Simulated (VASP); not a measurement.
# Si (Imma) in VASP: notebook

Si is run at these levels: PBE; tasks: single point.

Program: VASP 6.6.1. These are calculated values, not measurements. Logs are shortened: lines on timing, memory, paths and dates and some standing lists are left out, and cuts for length are marked.

## (1) The cell of the first run

The structure is orthorhombic, space group Imma (No. 74). Conventional cell: a = 3.849 Å, b = 3.849 Å, c = 5.444 Å, α = 90.00°, β = 90.00°, γ = 90.00°. Si (site symmetry mm2) has 4 Si at 2.11 to 2.68 Å within 2.8 Å.

## (2) Single point, PBE

Input file INCAR:

```
SYSTEM = Si
ALGO = Normal ; EDIFF = 1E-6
ENCUT = 520 ; GGA = PE
ISIF = 2 ; ISMEAR = 0
LASPH = .TRUE. ; LCHARG = .FALSE.
LREAL = .FALSE. ; LWAVE = .FALSE.
NBANDS = 11 ; NELECT = 7.0
NELM = 80 ; PREC = Accurate
SIGMA = 0.1
```

Input file KPOINTS:

```
k-points
0
G
  6 6 6
  0 0 0
```

Input file POSCAR:

```
Si
1.0
    0.0000000000      2.7218511865      2.7218511865
    2.7218511865      0.0000000000      2.7218511865
    2.7218511865      2.7218511865      0.0000000000
Si
2
Direct
    0.2500000000      0.2500000000      0.2500000000
    0.0918492536      0.0918492536     -0.0918492536
```

Potentials or basis: VASP PAW PBE potentials, release 64 (Si).

Command:

```bash
$ cat potpaw_PBE.64/Si/POTCAR > POTCAR
$ mpirun -np 1 vasp_std > vasp.out
```

OUTCAR:

```text
SYSTEM = Si
   EDIFF = 1E-6
   ENCUT = 520
   GGA = PE
   ISIF = 2
   ISMEAR = 0
   LASPH = .TRUE.
   LREAL = .FALSE.
   NELECT = 7.0
   NELM = 80
   PREC = Accurate

 ion  position               nearest neighbor table
   1  0.250  0.250  0.250-   2 2.11   2 2.11   2 2.68   2 2.68
   2  0.092  0.092  0.908-   1 2.11   1 2.11   1 2.68   1 2.68

  LATTYP: Found a face centered cubic cell.
 ALAT       =     5.4437023730

  Lattice vectors:

 A1 = (   0.0000000000,   2.7218511865,   2.7218511865)
 A2 = (   2.7218511865,   0.0000000000,   2.7218511865)
 A3 = (   2.7218511865,   2.7218511865,   0.0000000000)

Analysis of symmetry for initial positions (statically):
=====================================================================
 Subroutine PRICEL returns:
 Original cell was already a primitive cell.

 Routine SETGRP: Setting up the symmetry group for a
 face centered cubic supercell.

 Subroutine GETGRP returns: Found  8 space group operations
 (whereof  4 operations were pure point group operations)
 out of a pool of 48 trial point group operations.

The static configuration has the point symmetry C_2v.
 The point group associated with its full space group is D_2h.

Analysis of symmetry for dynamics (positions and initial velocities):
=====================================================================
 Subroutine PRICEL returns:
 Original cell was already a primitive cell.

 Routine SETGRP: Setting up the symmetry group for a
 face centered cubic supercell.

 Subroutine GETGRP returns: Found  8 space group operations
 (whereof  4 operations were pure point group operations)
 out of a pool of 48 trial point group operations.

The dynamic configuration has the point symmetry C_2v.
 The point group associated with its full space group is D_2h.

 Subroutine INISYM returns: Found  8 space group operations
 (whereof  4 operations are pure point group operations),
 and found     1 'primitive' translations

----------------------------------------------------------------------------------------

                                     Primitive cell

  volume of cell :      40.3295

  direct lattice vectors                    reciprocal lattice vectors
     0.000000000  2.721851186  2.721851186    -0.183698507  0.183698507  0.183698507
     2.721851186  0.000000000  2.721851186     0.183698507 -0.183698507  0.183698507
     2.721851186  2.721851186  0.000000000     0.183698507  0.183698507 -0.183698507

  length of vectors
     3.849278863  3.849278863  3.849278863     0.318175148  0.318175148  0.318175148

  position of ions in fractional coordinates (direct lattice)
     0.250000000  0.250000000  0.250000000
     0.091849254  0.091849254  0.908150746

  ion indices of the primitive-cell ions
   primitive index   ion index
                 1           1
                 2           2

----------------------------------------------------------------------------------------

 KPOINTS: k-points

Automatic generation of k-mesh.
 Grid dimensions read from file:
 generate k-points for:    6    6    6

 Generating k-lattice:

  Cartesian coordinates                     Fractional coordinates (reciprocal lattice)
    -0.030616418  0.030616418  0.030616418     0.166666667  0.000000000  0.000000000
     0.030616418 -0.030616418  0.030616418     0.000000000  0.166666667  0.000000000
     0.030616418  0.030616418 -0.030616418     0.000000000  0.000000000  0.166666667

  Length of vectors
     0.053029191  0.053029191  0.053029191

  Shift w.r.t. Gamma in fractional coordinates (k-lattice)
     0.000000000  0.000000000  0.000000000

 Subroutine IBZKPT returns following result:
 ===========================================

 Found     46 irreducible k-points:

 Following reciprocal coordinates:
            Coordinates               Weight
  0.000000  0.000000  0.000000      1.000000
  0.166667  0.000000  0.000000      4.000000
  0.000000  0.000000  0.166667      4.000000
  0.333333  0.000000  0.000000      4.000000
  0.000000  0.000000  0.333333      4.000000
  0.500000  0.000000  0.000000      2.000000
[... 16 lines left out ...]
  0.000000 -0.166667  0.166667      8.000000
  0.166667  0.166667  0.333333      2.000000
 [... further k-points ...]
   k-points           NKPTS =     46   k-points in BZ     NKDIM =     46   number of bands    NBANDS=     11
   number of dos      NEDOS =    301   number of ions     NIONS =      2
   total plane-waves  NPLWV =  27000
   dimension x,y,z NGX =    30 NGY =   30 NGZ =   30
   dimension x,y,z NGXF=    60 NGYF=   60 NGZF=   60
   ions per type =               2
   NGX,Y,Z   is equivalent  to a cutoff of  12.96, 12.96, 12.96 a.u.
   NGXF,Y,Z  is equivalent  to a cutoff of  25.91, 25.91, 25.91 a.u.
 SYSTEM =  Si
   PREC   = accura    normal or accurate (medium, high low for compatibility)
   ISTART =      0    job   : 0-new  1-cont  2-samecut
   ICHARG =      2    charge: 1-file 2-atom 10-const
   ISPIN  =      1    spin polarized calculation?
   LNONCOLLINEAR =      F non collinear calculations
   LSORBIT =      F    spin-orbit coupling
   LASPH  =      T    aspherical Exc in radial PAW
   ENCUT  =  520.0 eV  38.22 Ry    6.18 a.u.   7.16  7.16  7.16*2*pi/ulx,y,z
   NELM   =     80;   NELMIN=  2; NELMDL= -5     # of ELM steps
   EDIFF  = 0.1E-05   stopping-criterion for ELM
   LREAL  =      F    real-space projection
   EDIFFG = 0.1E-04   stopping-criterion for IOM
   NSW    =      0    number of steps for IOM
   IBRION =     -1    ionic relax: 0-MD 1-quasi-New 2-CG
   NFREE  =      0    steps in history (QN), initial steepest desc. (CG)
   ISIF   =      2    stress and relaxation
   ISYM   =      2    0-nonsym 1-usesym 2-fastsym
   POTIM  = 0.5000    time-step for ionic-motion
   TEBEG  =    0.0;   TEEND  =   0.0 temperature during run
   PSTRESS=    0.0 pullay stress
   NELECT =       7.0000    total number of electrons
   NUPDOWN=      -1.0000    fix difference up-down
   EMIN   =  10.00;   EMAX   =-10.00  energy-range for DOS
   EFERMI =   0.00;   METHOD = LEGACY
   ISMEAR =     0;   SIGMA  =   0.10  broadening in eV -4-tet -1-fermi 0-gaus
   EFERMI_NEDOS =   21; number of points for ismear=-14 and -15
   IALGO  =     38    algorithm
   IMIX   =      4    mixing-type and parameters
     AMIX     =   0.40;   BMIX     =  1.00
     AMIX_MAG =   1.60;   BMIX_MAG =  1.00
  volume/ion in A,a.u.               =      20.16       136.08
  Fermi-wavevector in a.u.,A,eV,Ry     =   0.913201  1.725700 11.346394  0.833936
  Thomas-Fermi vector in A             =   2.037685
   LORBIT       =      0    0 simple, 1 ext, 2 COOP (PROOUT), +10 PAW based schemes
   GGA     = PE    functional components
   LHFCALC =     F    Hartree Fock is set to
   AEXX    =    0.0000 exact exchange contribution
   IVDW    =     0    specifies the selected vdW correction
   LEPSILON=     F    determine dielectric tensor
   LRPA    =     F    only Hartree local field effects (RPA)
 non-spin polarized calculation
 Gauss-broadening in eV      SIGMA  =   0.10
  energy-cutoff  :      520.00
  volume of cell :       40.33
 maximum number of plane-waves:      1106
 NGX is ok and might be reduce to    30
   NGX = 15   NGY = 15   NGZ = 15

 number of electron       7.0000000 magnetization

 Free energy of the ion-electron system (eV)
  ---------------------------------------------------
  ext. energy  EPLUGINS =         0.00000000
  ---------------------------------------------------
  free energy    TOTEN  =       -14.64361117 eV

  energy without entropy =      -14.63907992  energy(sigma->0) =      -14.64134555

 E-fermi :   4.5893     XC(G=0):  -8.9541

 val. band max:        4.4855699775   @ k =   0.0000   0.0000   0.3333
 cond. band min:       4.6063165928   @ k =   0.3333   0.1667   0.5000
 fundamental gap:      0.1207466152
 Fermi energy:         4.5893222080

 k-point     1 :       0.0000    0.0000    0.0000
  band No.  band energies     occupation
      1      -6.2025      2.00000
      2       3.6294      2.00000
      3       6.3511      0.00000
      4       7.1723      0.00000
      5       7.9060      0.00000
      6       8.0235      0.00000
      7       8.7099      0.00000
      8       9.7614      0.00000
      9      13.3542      0.00000
     10      13.6092      0.00000
     11      14.6634      0.00000

 k-point     2 :       0.1667    0.0000    0.0000
  band No.  band energies     occupation
      1      -5.8893      2.00000
      2       3.4466      2.00000
      3       4.0316      2.00000
      4       6.5731      0.00000
      5       7.4727      0.00000
      6       8.2414      0.00000
      7      10.1871      0.00000
      8      11.2129      0.00000
      9      12.9954      0.00000
     10      13.8535      0.00000
     11      15.2338      0.00000

 k-point     3 :       0.0000    0.0000    0.1667
  band No.  band energies     occupation
      1      -5.8348      2.00000
      2       2.2131      2.00000
      3       5.3126      0.00000
      4       6.4899      0.00000
      5       8.0617      0.00000
      6       8.6855      0.00000
      7       9.7198      0.00000
      8      11.0082      0.00000
      9      12.6954      0.00000
     10      13.2098      0.00000
     11      15.0201      0.00000
[... 267 lines left out ...]
 k-point    23 :       0.0000   -0.1667    0.1667
  band No.  band energies     occupation
      1      -5.3182      2.00000
      2       1.6295      2.00000
      3       3.3336      2.00000
      4       5.8387      0.00000
      5       8.0205      0.00000
      6       9.1682      0.00000
      7      10.3317      0.00000
      8      11.4168      0.00000
      9      12.7423      0.00000
     10      14.9405      0.00000
     11      16.5466      0.00000

 k-point    24 :       0.1667    0.1667    0.3333
  band No.  band energies     occupation
      1      -5.1862      2.00000
      2       0.5894      2.00000
      3       3.9794      2.00000
      4       6.7379      0.00000
      5       8.1477      0.00000
      6       8.8781      0.00000
      7      10.6358      0.00000
      8      11.7468      0.00000
      9      12.1548      0.00000
     10      13.8220      0.00000
     11      15.9977      0.00000

 [... further k-points ...]

------------------------ aborting loop because EDIFF is reached ----------------------------------------

  FORCE on cell =-STRESS in cart. coord.  units (eV):
  Direction    XX          YY          ZZ          XY          YZ          ZX
  --------------------------------------------------------------------------------------
  -------------------------------------------------------------------------------------
  Total       -5.6851162     -5.6851162     -9.1506315      6.8619792      0.0000000      0.0000000
  in kB     -225.8534873   -225.8534873   -363.5285481    272.6069066      0.0000000      0.0000000
  external PRESSURE =    -271.7451742 kB  Pullay stress =       0.0000000 kB

 VOLUME and BASIS-vectors are now :
 -----------------------------------------------------------------------------
  energy-cutoff  :      520.00
  volume of cell :       40.33
      direct lattice vectors                 reciprocal lattice vectors
     0.000000000  2.721851186  2.721851186    -0.183698507  0.183698507  0.183698507
     2.721851186  0.000000000  2.721851186     0.183698507 -0.183698507  0.183698507
     2.721851186  2.721851186  0.000000000     0.183698507  0.183698507 -0.183698507

 POSITION                                       TOTAL-FORCE (eV/Angst)
 -----------------------------------------------------------------------------------
      1.36093      1.36093      1.36093         0.000000      0.000000      3.713442
      2.72185      2.72185      0.50000         0.000000      0.000000     -3.713442
 -----------------------------------------------------------------------------------
    total drift:                                0.000000      0.000000     -0.000000

  FREE ENERGIE OF THE ION-ELECTRON SYSTEM (eV)
  ---------------------------------------------------
  free  energy   TOTEN  =       -14.6436111740 eV

  energy  without entropy=      -14.6390799224  energy(sigma->0) =      -14.64134555
```

Run time: 26 s. Hardware: 1 thread of AMD EPYC 7R13, shared host; peak memory 0.13 GiB.

Results:

```
Free energy   : -14.6436 eV
Largest force : 3.713 eV/Å
```

Forces on the atoms (eV/Å):
```
Si   0.000  0.000  3.713
Si   0.000  0.000 -3.713
```

Levels at points of the mesh, in eV from the Fermi level:
```csv
k point,band 1,band 2,band 3,band 4,band 5,band 6,band 7,band 8,band 9
"(0.00, 0.00, 0.00)",-10.79,-0.96,1.76,2.58,3.32,3.43,4.12,5.17,8.76
"(0.50, 0.00, 0.00)",-9.04,-4.60,-1.58,1.38,2.32,3.11,5.55,8.72,11.27
"(0.00, 0.00, 0.50)",-8.11,-6.75,-0.37,1.18,2.78,3.66,6.55,9.32,10.63
"(0.50, 0.50, 0.00)",-7.93,-5.15,-2.61,-1.04,1.19,3.31,10.81,11.31,11.64
"(0.00, 0.50, 0.50)",-6.92,-6.92,-1.17,-1.17,1.88,1.88,10.75,10.75,12.02
```

Caveat: the cell carries a net charge on a neutralising background, which shifts energy and pressure; the cell is charged against a uniform background, so pressure and absolute levels hang on convention; forces of over 1 eV/Å act on the atoms, so gaps and moduli don't describe the material at rest.

## (3) Single point, PBE

Input file INCAR:

```
ALGO = Normal ; EDIFF = 1E-6
ENCUT = 500 ; GGA = PE
GGA_COMPAT = F ; ISIF = 2
ISMEAR = 0 ; ISYM = -1
LASPH = T ; LCHARG = F
LREAL = F ; LWAVE = F
NBANDS = 11 ; NELM = 120
PREC = Accurate ; SIGMA = 0.1
```

Input file KPOINTS:

```
explicit points
8
Reciprocal
  0.00000000   0.00000000   0.16666667 2
  0.00000000   0.00000000   0.50000000 1
  0.00000000   0.20000000   0.16666667 2
  0.00000000   0.20000000   0.50000000 2
  0.00000000   0.20000000   0.83333333 2
  0.00000000   0.40000000   0.16666667 2
  0.00000000   0.40000000   0.50000000 2
  0.00000000   0.40000000   0.83333333 2
```

Input file POSCAR:

```
Si
1.0
    0.0000000000      2.7218511865      2.7218511865
    2.7218511865      0.0000000000      2.7218511865
    2.7218511865      2.7218511865      0.0000000000
Si
2
Direct
    0.2867397015      0.2867397015      0.2132602985
    0.0000000000      0.0000000000      0.0000000000
```

Potentials or basis: VASP PAW PBE potentials, release 64 (Si).

Command:

```bash
$ cat potpaw_PBE.64/Si/POTCAR > POTCAR
$ mpirun -np 1 vasp_std > vasp.out
```

OUTCAR:

```text
EDIFF = 1E-6
   ENCUT = 500
   GGA = PE
   ISIF = 2
   ISMEAR = 0
   ISYM = -1
   LASPH = T
   LREAL = F
   NELM = 120
   PREC = Accurate

 ion  position               nearest neighbor table
   1  0.287  0.287  0.213-   2 2.25   2 2.25   2 2.48   2 2.48
   2  0.000  0.000  0.000-   1 2.25   1 2.25   1 2.48   1 2.48

IMPORTANT INFORMATION: All symmetrisations will be switched off!
NOSYMM: (Re-)initialisation of all symmetry stuff for point group C_1.

[... 226 lines left out ...]
------------------------ aborting loop because EDIFF is reached ----------------------------------------

  FORCE on cell =-STRESS in cart. coord.  units (eV):
  Direction    XX          YY          ZZ          XY          YZ          ZX
  --------------------------------------------------------------------------------------
  -------------------------------------------------------------------------------------
  Total        2.2319938      3.2340897      2.5758293     -2.1260776      2.1215262     -0.7013867
  in kB       88.6707606    128.4811807    102.3303689    -84.4630118     84.2821989    -27.8640972
  external PRESSURE =     106.4941034 kB  Pullay stress =       0.0000000 kB

 VOLUME and BASIS-vectors are now :
 -----------------------------------------------------------------------------
  energy-cutoff  :      500.00
  volume of cell :       40.33
      direct lattice vectors                 reciprocal lattice vectors
     0.000000000  2.721851186  2.721851186    -0.183698507  0.183698507  0.183698507
     2.721851186  0.000000000  2.721851186     0.183698507 -0.183698507  0.183698507
     2.721851186  2.721851186  0.000000000     0.183698507  0.183698507 -0.183698507

 POSITION                                       TOTAL-FORCE (eV/Angst)
 -----------------------------------------------------------------------------------
      1.36093      1.36093      1.56093        -0.311866     -0.650045     -2.980345
      0.00000      0.00000      0.00000         0.311866      0.650045      2.980345
 -----------------------------------------------------------------------------------
    total drift:                                0.000000     -0.000001     -0.000011

  FREE ENERGIE OF THE ION-ELECTRON SYSTEM (eV)
  ---------------------------------------------------
  free  energy   TOTEN  =        -7.9400405108 eV

  energy  without entropy=       -7.9400404719  energy(sigma->0) =       -7.94004049
```

stdout:

```text
POSCAR found type information on POSCAR Si
 POSCAR found :  1 types and       2 ions
 scaLAPACK will be used
 LDA part: xc-table for (Slater+PW92), standard interpolation
 POSCAR, INCAR and KPOINTS ok, starting setup
 FFT: planning ... GRIDC
 FFT: planning ... GRID_SOFT
 FFT: planning ... GRID
 WAVECAR not read
 entering main loop
```

It took 8.2 s on 1 thread of Intel Xeon 8259CL, shared host; peak memory 0.14 GiB.

Results:

```
Free energy            : -7.9400 eV
Pressure               : 10.6 GPa
Largest force          : 3.066 eV/Å
Band gap on the k mesh : 0.72 eV (least direct gap 2.00 eV)
```

Forces in eV/Å, atoms in the order of the input:
```
Si  -0.312 -0.650 -2.980
Si   0.312  0.650  2.980
```

Stress tensor (GPa, compression positive):
```
 8.87 -8.45 -2.79
-8.45 12.85  8.43
-2.79  8.43 10.23
```

Caveat: the cell stands under pressure; semilocal functionals underestimate gaps, and a narrow one can read as zero; a shifted mesh leaves out Γ, where band edges can lie; forces of over 1 eV/Å act on the atoms, so gaps and moduli don't describe the material at rest. A k mesh can miss the band edges.
